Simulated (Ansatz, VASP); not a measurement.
**One calculation of SiGeTe2S2, two programs**

INCAR

```
  PREC = Accurate
  ENCUT = 600
  EDIFF = 1E-6
  ISMEAR = 0
  SIGMA = 0.1
  LREAL = F
  LASPH = T
  NELM = 100
  ALGO = Fast
  ISIF = 3
  LWAVE = F
  LCHARG = F
  GGA = PE
  IBRION = 2
  NSW = 100
  EDIFFG = -0.01
```

KPOINTS

```
Automatic mesh
0
Gamma
  12 12 12
```

The input POSCAR:

```
SiGeTe2S2
1.0
   -2.4312477656      2.4312477656      5.8483111728
    2.4312477656     -2.4312477656      5.8483111728
    2.4312477656      2.4312477656     -5.8483111728
Si Ge Te S
1 1 2 2
Direct
    0.5000000000      0.5000000000      0.0000000000
    0.0000000000      0.0000000000      0.0000000000
    0.7439304476      0.7439304476      0.0000000000
    0.2560695524      0.2560695524      0.0000000000
    0.5000000000      0.0000000000      0.5000000000
    0.0000000000      0.5000000000      0.5000000000
```

Input for Ansatz:

```yaml
crystal:
  lattice:
    - [-2.4312477656, 2.4312477656, 5.8483111728]
    - [2.4312477656, -2.4312477656, 5.8483111728]
    - [2.4312477656, 2.4312477656, -5.8483111728]
  atoms:
    - { symbol: Si, position: [0.5, 0.5, 0.0] }
    - { symbol: Ge, position: [0.0, 0.0, 0.0] }
    - { symbol: Te, position: [0.7439304476, 0.7439304476, 0.0] }
    - { symbol: Te, position: [0.2560695524, 0.2560695524, 0.0] }
    - { symbol: S, position: [0.5, 0.0, 0.5] }
    - { symbol: S, position: [0.0, 0.5, 0.5] }
basis:
  ecutwfc: 420
kpoints:
  mp_grid: { grid: [12, 12, 12] }
hamiltonian:
  xc: pbe
scf:
  occupations: { method: gaussian, width: 0.1 }
output:
  forces: true
  stress: true
  eigenvalues: true
relax:
  adjacent_minimum: "off"
  f_tol: 0.01
  max_steps: 80
  cell: { stress_tol: 0.05 }
```

Alike in both runs: task relaxation of cell and atoms; functional PBE; k mesh 12 × 12 × 12; occupations gaussian, width 0.1 eV; no spin polarisation.

```csv
,VASP,Ansatz
version,VASP 6.6.1,Ansatz 0.2.0
potentials or method,"VASP PAW PBE potentials, release 64 (Si, Ge_d, Te, S), cutoff 600 eV","scalar-relativistic, plane waves, PAW"
valence electrons in the cell,42,62
```

|  | VASP | Ansatz | Ansatz less VASP |
| --- | --- | --- | --- |
| gap on the k mesh at the Fermi level, each at its own relaxed structure (eV) | none | none | - |
| relaxed volume (Å³/atom) | 23.15 | 23.18 | +0.025 |
| relaxed length of the cell vector where the two differ most in proportion (Å) | 6.819 | 6.819 | +0.0006 |

A gap of «none» marks a metal or a gap that the smearing closes. VASP's potentials hold 42 valence electrons a cell and Ansatz's 62, so a difference there can come from the potentials and not from the codes.

Spin-orbit coupling is off throughout.
